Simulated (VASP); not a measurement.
# HfO2 (Fm-3m) in VASP: notebook

Runs on HfO2. Level: PBE+D4. Tasks: single point.

Program: VASP 6.6.1. These are calculated values, not measurements. Logs are shortened: lines on timing, memory, paths and dates and some standing lists are left out, and cuts for length are marked.

### 1 The cell of the first run

The structure is cubic, space group Fm-3m (No. 225). The conventional cell has a = 4.975 Å, b = 4.975 Å, c = 4.975 Å, α = 90.00°, β = 90.00°, γ = 90.00°. Within 2.9 Å of Hf (site symmetry m-3m) lie 8 O at 2.15 Å. Within 2.9 Å of O (site symmetry -43m) lie 4 Hf at 2.15 Å and 6 O at 2.49 Å.

### 2 Single point, PBE+D4

The input, INCAR:

```
SYSTEM = HfO2
PREC = Accurate
ENCUT = 520
EDIFF = 1E-7
ISMEAR = 0
SIGMA = 0.01
LREAL = .False.
LASPH = .True.
NELM = 60
ALGO = Normal
ISIF = 2
LWAVE = .False.
LCHARG = .False.
GGA = PE
IVDW = 13
NBANDS = 18
```

The input, KPOINTS:

```
Automatic mesh
0
Gamma
  6 6 6
  0 0 0
```

The input, POSCAR:

```
HfO2
1.0
    0.0000000000      2.4873959231      2.4873959231
    2.4873959231      0.0000000000      2.4873959231
    2.4873959231      2.4873959231      0.0000000000
Hf O
1 2
Direct
    0.0000000000      0.0000000000      0.0000000000
    0.2500000000      0.2500000000      0.2500000000
    0.7500000000      0.7500000000      0.7500000000
```

Potentials or basis: VASP PAW PBE potentials, release 64 (Hf_pv, O).

Launch:

```bash
$ cat potpaw_PBE.64/Hf_pv/POTCAR potpaw_PBE.64/O/POTCAR > POTCAR
$ mpirun -np 1 vasp_std > vasp.out
```

OUTCAR:

```text
SYSTEM = HfO2
   PREC = Accurate
   ENCUT = 520
   EDIFF = 1E-7
   ISMEAR = 0
   LREAL = .False.
   LASPH = .True.
   NELM = 60
   ISIF = 2
   GGA = PE
   IVDW = 13

 ion  position               nearest neighbor table
   1  0.000  0.000  0.000-   2 2.15   3 2.15   3 2.15   3 2.15   3 2.15   2 2.15   2 2.15   2 2.15

   2  0.250  0.250  0.250-   1 2.15   1 2.15   1 2.15   1 2.15
   3  0.750  0.750  0.750-   1 2.15   1 2.15   1 2.15   1 2.15

  LATTYP: Found a face centered cubic cell.
 ALAT       =     4.9747918462

  Lattice vectors:

 A1 = (   0.0000000000,   2.4873959231,   2.4873959231)
 A2 = (   2.4873959231,   0.0000000000,   2.4873959231)
 A3 = (   2.4873959231,   2.4873959231,   0.0000000000)

Analysis of symmetry for initial positions (statically):
=====================================================================
 Subroutine PRICEL returns:
 Original cell was already a primitive cell.

 Routine SETGRP: Setting up the symmetry group for a
 face centered cubic supercell.

 Subroutine GETGRP returns: Found 48 space group operations
[... 9 lines left out ...]

 Routine SETGRP: Setting up the symmetry group for a
 face centered cubic supercell.

 Subroutine GETGRP returns: Found 48 space group operations
[... 11 lines left out ...]
                                     Primitive cell

  volume of cell :      30.7797

  direct lattice vectors                    reciprocal lattice vectors
     0.000000000  2.487395923  2.487395923    -0.201013436  0.201013436  0.201013436
     2.487395923  0.000000000  2.487395923     0.201013436 -0.201013436  0.201013436
     2.487395923  2.487395923  0.000000000     0.201013436  0.201013436 -0.201013436

  length of vectors
     3.517709049  3.517709049  3.517709049     0.348165483  0.348165483  0.348165483

  position of ions in fractional coordinates (direct lattice)
     0.000000000  0.000000000  0.000000000
     0.250000000  0.250000000  0.250000000
     0.750000000  0.750000000  0.750000000

  ion indices of the primitive-cell ions
   primitive index   ion index
                 1           1
                 2           2
                 3           3

----------------------------------------------------------------------------------------

 KPOINTS: Automatic mesh

Automatic generation of k-mesh.
 Grid dimensions read from file:
 generate k-points for:    6    6    6

 Generating k-lattice:

  Cartesian coordinates                     Fractional coordinates (reciprocal lattice)
[... 50 lines left out ...]
   NELM   =     60;   NELMIN=  2; NELMDL= -5     # of ELM steps
   EDIFF  = 0.1E-06   stopping-criterion for ELM
   LREAL  =      F    real-space projection
   EDIFFG = 0.1E-05   stopping-criterion for IOM
   NSW    =      0    number of steps for IOM
   IBRION =     -1    ionic relax: 0-MD 1-quasi-New 2-CG
   NFREE  =      0    steps in history (QN), initial steepest desc. (CG)
   ISIF   =      2    stress and relaxation
   ISYM   =      2    0-nonsym 1-usesym 2-fastsym
   POTIM  = 0.5000    time-step for ionic-motion
   TEBEG  =    0.0;   TEEND  =   0.0 temperature during run
   PSTRESS=    0.0 pullay stress
   NELECT =      22.0000    total number of electrons
   NUPDOWN=      -1.0000    fix difference up-down
   EMIN   =  10.00;   EMAX   =-10.00  energy-range for DOS
   EFERMI =   0.00;   METHOD = LEGACY
   ISMEAR =     0;   SIGMA  =   0.01  broadening in eV -4-tet -1-fermi 0-gaus
   EFERMI_NEDOS =   21; number of points for ismear=-14 and -15
   IALGO  =     38    algorithm
   IMIX   =      4    mixing-type and parameters
     AMIX     =   0.40;   BMIX     =  1.00
     AMIX_MAG =   1.60;   BMIX_MAG =  1.00
  volume/ion in A,a.u.               =      10.26        69.24
  Fermi-wavevector in a.u.,A,eV,Ry     =   1.463729  2.766048 29.150535  2.142504
  Thomas-Fermi vector in A             =   2.579790
   LORBIT       =      0    0 simple, 1 ext, 2 COOP (PROOUT), +10 PAW based schemes
   GGA     = PE    functional components
   LHFCALC =     F    Hartree Fock is set to
   AEXX    =    0.0000 exact exchange contribution
   IVDW    =    13    specifies the selected vdW correction
   LEPSILON=     F    determine dielectric tensor
   LRPA    =     F    only Hartree local field effects (RPA)
 non-spin polarized calculation
 Gauss-broadening in eV      SIGMA  =   0.01
  energy-cutoff  :      520.00
  volume of cell :       30.78
 maximum number of plane-waves:       869
 NGX is ok and might be reduce to    28
   NGX = 13   NGY = 13   NGZ = 13

 number of electron      22.0000005 magnetization

 Free energy of the ion-electron system (eV)
  ---------------------------------------------------
  ext. energy  EPLUGINS =         0.00000000
  ---------------------------------------------------
  free energy    TOTEN  =       -30.15419732 eV

  energy without entropy =      -30.15419732  energy(sigma->0) =      -30.15419732

 E-fermi :   4.8476     XC(G=0): -12.1461

 val. band max:        4.7777313925   @ k =   0.5000   0.5000   0.0000
 cond. band min:       8.7325890127   @ k =   0.5000   0.5000   0.0000
 fundamental gap:      3.9548576202
 Fermi energy:         4.8476372539

 k-point     1 :       0.0000    0.0000    0.0000
  band No.  band energies     occupation
      1     -24.6497      2.00000
      2     -24.6497      2.00000
      3     -24.6497      2.00000
      4     -14.3179      2.00000
      5     -10.9930      2.00000
      6      -0.9249      2.00000
[... 313 lines left out ...]
      5     -11.9682      2.00000
      6      -1.4123      2.00000
[... 10 lines left out ...]
     17      18.3278      0.00000
     18      18.5864      0.00000

------------------------ aborting loop because EDIFF is reached ----------------------------------------

  DFT-D4 for vdW energy calculation

  Edisp (eV):   -0.62585

  FORCE on cell =-STRESS in cart. coord.  units (eV):
  Direction    XX          YY          ZZ          XY          YZ          ZX
  --------------------------------------------------------------------------------------
  -------------------------------------------------------------------------------------
  Total       2.45212     2.45212     2.45212     0.00000    -0.00000    -0.00000
  in kB     127.64007   127.64007   127.64007     0.00000    -0.00000    -0.00000
  external pressure =      127.64 kB  Pullay stress =        0.00 kB

 VOLUME and BASIS-vectors are now :
 -----------------------------------------------------------------------------
  energy-cutoff  :      520.00
  volume of cell :       30.78
      direct lattice vectors                 reciprocal lattice vectors
     0.000000000  2.487395923  2.487395923    -0.201013436  0.201013436  0.201013436
     2.487395923  0.000000000  2.487395923     0.201013436 -0.201013436  0.201013436
     2.487395923  2.487395923  0.000000000     0.201013436  0.201013436 -0.201013436

 POSITION                                       TOTAL-FORCE (eV/Angst)
 -----------------------------------------------------------------------------------
      0.00000      0.00000      0.00000        -0.000000     -0.000000     -0.000000
      1.24370      1.24370      1.24370         0.000000      0.000000      0.000000
      3.73109      3.73109      3.73109        -0.000000     -0.000000      0.000000
 -----------------------------------------------------------------------------------
    total drift:                                0.000000      0.000000      0.000000

  FREE ENERGIE OF THE ION-ELECTRON SYSTEM (eV)
  ---------------------------------------------------
  free  energy   TOTEN  =       -30.7800507374 eV

  energy  without entropy=      -30.7800507374  energy(sigma->0) =      -30.78005074
```

It took 9.1 s on 1 thread of Intel Xeon 6975P-C, shared host; peak memory 0.16 GiB.

What came out:

| Quantity | Value |
| --- | --- |
| Free energy | -30.7801 eV |
| Pressure | 12.8 GPa |
| Band gap on the k mesh | 3.95 eV, direct |
| Dispersion energy per atom | -0.209 eV |

Caveat: spin-orbit coupling is left out, which moves the levels of the heavy elements. A k mesh can miss the band edges.

### 3 Single point, PBE+D4

This run uses another cell than the first one, of 10.56 Å³/atom, 1.029 times its volume.

The input, INCAR:

```
PREC     = Accurate       # precision mode
ENCUT    = 520            # plane-wave cutoff, eV
EDIFF    = 1E-6           # SCF threshold, eV
ISMEAR   = 0              # smearing method
SIGMA    = 0.01           # smearing width, eV
LREAL    = F              # projectors in reciprocal space
LASPH    = T              # aspherical terms in the spheres
NELM     = 80             # most SCF steps
ALGO     = Normal         # electronic algorithm
ISIF     = 2              # what is computed and relaxed
LWAVE    = F              # write WAVECAR
LCHARG   = F              # write CHGCAR
GGA      = PE             # functional
IVDW     = 13             # dispersion correction
NBANDS   = 18             # bands
```

The input, KPOINTS:

```
Automatic mesh
0
Gamma
  6 6 6
```

The input, POSCAR:

```
HfO2
1.0
    0.0000000000      2.5112002012      2.5112002012
    2.5112002012      0.0000000000      2.5112002012
    2.5112002012      2.5112002012      0.0000000000
Hf O
1 2
Direct
    0.0000000000      0.0000000000      0.0000000000
    0.2500000000      0.2500000000      0.2500000000
    0.7500000000      0.7500000000      0.7500000000
```

Potentials or basis: VASP PAW PBE potentials, release 64 (Hf_pv, O).

Launch:

```bash
$ cat potpaw_PBE.64/Hf_pv/POTCAR potpaw_PBE.64/O/POTCAR > POTCAR
$ mpirun -np 1 vasp_std > vasp.out
```

Run time: 8.4 s. Hardware: 1 thread of Intel Xeon 6975P-C, shared host; peak memory 0.16 GiB.

Results (log left out):

- Free energy: -30.8285 eV
- Pressure: 4.4 GPa
- Band gap on the k mesh: 3.88 eV, direct
- Dispersion energy per atom: -0.202 eV

Levels at points of the mesh, in eV from the valence-band top:
```tsv
k point	band 8	band 9	band 10	band 11	band 12	band 13	band 14	band 15
(0.00, 0.00, 0.00)	-5.52	-0.62	-0.62	-0.62	3.95	3.95	6.06	10.78
(0.50, 0.00, 0.00)	-3.09	-2.79	-1.86	-1.86	4.71	4.71	7.26	9.16
(0.50, 0.50, 0.00)	-3.53	-1.57	-1.57	0.00	3.88	5.66	6.90	8.42
```

Caveat: spin-orbit coupling is left out, which moves the levels of the heavy elements. A k mesh can miss the band edges.

### 4 Single point, PBE+D4

This run uses another cell than the first one, of 10.85 Å³/atom, 1.058 times its volume.

Changes to INCAR since step 3:

```diff
@@ -2,3 +2,3 @@
 ENCUT    = 520            # plane-wave cutoff, eV
-EDIFF    = 1E-6           # SCF threshold, eV
+EDIFF    = 1E-7           # SCF threshold, eV
 ISMEAR   = 0              # smearing method
@@ -7,3 +7,3 @@
 LASPH    = T              # aspherical terms in the spheres
-NELM     = 80             # most SCF steps
+NELM     = 100            # most SCF steps
 ALGO     = Normal         # electronic algorithm
```

KPOINTS is that of step 3.

The input, POSCAR:

```
HfO2
1.0
    0.0000000000      2.5345615446      2.5345615446
    2.5345615446      0.0000000000      2.5345615446
    2.5345615446      2.5345615446      0.0000000000
Hf O
1 2
Direct
    0.0000000000      0.0000000000      0.0000000000
    0.2500000000      0.2500000000      0.2500000000
    0.7500000000      0.7500000000      0.7500000000
```

Launch:

```bash
$ cat potpaw_PBE.64/Hf_pv/POTCAR potpaw_PBE.64/O/POTCAR > POTCAR
$ mpirun -np 1 vasp_std > vasp.out
```

Wall time 9.4 s (1 thread of Intel Xeon 6975P-C, shared host); peak memory 0.16 GiB.

It converged, with:

- Free energy: -30.8334 eV
- Pressure: -2.9 GPa
- Band gap on the k mesh: 3.80 eV, direct
- Dispersion energy per atom: -0.195 eV

Levels at points of the mesh, in eV from the valence-band top:
| k point | band 8 | band 9 | band 10 | band 11 | band 12 | band 13 | band 14 | band 15 |
| --- | --- | --- | --- | --- | --- | --- | --- | --- |
| (0.00, 0.00, 0.00) | -5.35 | -0.61 | -0.61 | -0.61 | 3.88 | 3.88 | 5.84 | 10.43 |
| (0.50, 0.00, 0.00) | -3.04 | -2.73 | -1.83 | -1.83 | 4.61 | 4.61 | 6.99 | 9.07 |
| (0.50, 0.50, 0.00) | -3.46 | -1.53 | -1.53 | 0.00 | 3.80 | 5.51 | 6.64 | 8.17 |

Caveat: spin-orbit coupling is left out, which moves the levels of the heavy elements. A hybrid or GW would open this gap; PBE tends to underestimate it.

### 5 Summary

```tsv
cell	gap on the mesh (eV)	pressure (GPa)
a = 3.518 Å, angles 60.0°, 3 atoms	3.95	12.8
a = 3.551 Å, angles 60.0°, 3 atoms	3.88	4.4
a = 3.584 Å, angles 60.0°, 3 atoms	3.80	-2.9
```

Alike in all rows: task single point; level PBE+D4; potentials or basis VASP PAW PBE potentials, release 64 (Hf_pv, O); no spin polarisation; k mesh 6 × 6 × 6; cutoff (eV) 520; smearing gaussian 0.01 eV.

Caveats: spin-orbit coupling is left out, which moves the levels of the heavy elements.

Total energies depend on the potentials used, so only differences within one code and one set of settings carry meaning.
